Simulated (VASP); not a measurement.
A run of VASP 6.6.1:

Contents of POSCAR:

```
BeS
1.0
    0.0000000000      2.4250000000      2.4250000000
    2.4250000000      0.0000000000      2.4250000000
    2.4250000000      2.4250000000      0.0000000000
S Be
1 1
Direct
    0.2500000000      0.2500000000      0.2500000000
    0.0000000000      0.0000000000      0.0000000000
```

Contents of INCAR.step1:

```
SYSTEM = BeS
ALGO     = Normal         ! electronic algorithm
EDIFF    = 1E-5           ! SCF threshold, eV
ENCUT    = 520            ! plane-wave cutoff, eV
GGA      = PE             ! functional
GGA_COMPAT= .FALSE.      
ISIF     = 2              ! what is computed and relaxed
ISMEAR   = -1             ! smearing method
LASPH    = .TRUE.         ! aspherical terms in the spheres
LCHARG   = .FALSE.        ! write CHGCAR
LREAL    = .FALSE.        ! projectors in reciprocal space
LWAVE    = .TRUE.         ! write WAVECAR
NBANDS   = 11             ! bands
NELM     = 120            ! most SCF steps
PREC     = Accurate       ! precision mode
SIGMA    = 0.15           ! smearing width, eV
```

INCAR.step2

```
SYSTEM = BeS
AEXX     = 0.25           ! exact-exchange fraction
ALGO     = Normal         ! electronic algorithm
EDIFF    = 1E-6           ! SCF threshold, eV
ENCUT    = 520            ! plane-wave cutoff, eV
GGA      = PE             ! functional
GGA_COMPAT= .FALSE.      
ISIF     = 2              ! what is computed and relaxed
ISMEAR   = -1             ! smearing method
ISTART   = 1            
LASPH    = .TRUE.         ! aspherical terms in the spheres
LCHARG   = .FALSE.        ! write CHGCAR
LHFCALC  = .TRUE.         ! exact exchange
LREAL    = .FALSE.        ! projectors in reciprocal space
LWAVE    = .FALSE.        ! write WAVECAR
NBANDS   = 11             ! bands
NELM     = 120            ! most SCF steps
PREC     = Accurate       ! precision mode
PRECFOCK = Normal       
SIGMA    = 0.15           ! smearing width, eV
```

The input KPOINTS:

```
k-points
0
G
  5 5 5
  0 0 0
```

Potentials or basis: VASP PAW PBE potentials, release 64 (S, Be).

Command:

```console
$ cat potpaw_PBE.64/S/POTCAR potpaw_PBE.64/Be/POTCAR > POTCAR
$ cp INCAR.step1 INCAR
$ mpirun -np 1 vasp_std > vasp.out
$ cp INCAR.step2 INCAR
$ mpirun -np 1 vasp_std > vasp.out
```

Hardware: 1 thread of AMD EPYC 7R13 Processor (Zen 3), on a shared host.

**Question.** Estimate the wall time of this run.

**Answer.** Wall time 2.7 min on 1 thread of AMD EPYC 7R13 Processor (Zen 3), with other jobs on the host, peak memory 0.13 GiB. Counts: k points 10.
